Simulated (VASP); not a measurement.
Sn2TeSe, 4 atoms in the cell. It takes space group P4/mmm (No. 123, tetragonal). Conventional cell: a = 4.409 Å, b = 4.409 Å, c = 6.268 Å, α = 90.00°, β = 90.00°, γ = 90.00°. Se (site symmetry 4/mmm) has 6 Sn at 3.12 to 3.13 Å within 4.1 Å. Within 4.1 Å of Sn (site symmetry 4/mmm) lie 4 Te at 3.12 Å and 2 Se at 3.13 Å. Sn (site symmetry 4/mmm) has 4 Se at 3.12 Å and 2 Te at 3.13 Å within 4.1 Å. Te (site symmetry 4/mmm) has 6 Sn at 3.12 to 3.13 Å within 4.1 Å. 

```yaml
Program: VASP 6.6.1
Task: relaxation of cell and atoms
Functional: r2SCAN
Potentials_or_basis: VASP PAW PBE potentials, release 64 (Se, Sn_d, Te)
Cutoff: 600 eV
k_mesh: 6 × 6 × 4
Occupations: fermi-dirac, width 0.02 eV
Spin: no spin polarisation
Dipole_correction: no
Further_INCAR_settings: ALGO = Normal; EDIFF = 1e-07; IBRION = 2; EDIFFG = -0.005; NSW = 80; ISIF = 3
```

Potentials or basis: VASP PAW PBE potentials, release 64 (Se, Sn_d, Te).

The run is started by

```console
$ cat potpaw_PBE.64/Se/POTCAR potpaw_PBE.64/Sn_d/POTCAR potpaw_PBE.64/Te/POTCAR > POTCAR
$ cp INCAR.step1 INCAR
$ mpirun -np 1 vasp_std > vasp.out
$ cp INCAR.step2 INCAR
$ mpirun -np 1 vasp_std > vasp.out
```

Hardware: 1 thread of Intel Xeon 8259CL, with other jobs on the host.

Question: Estimate the wall time of this run.

Answer: It took 22 min on 1 thread of Intel Xeon 8259CL, on a shared host, peak memory 0.36 GiB. Counts: k points 30, ion steps 3.
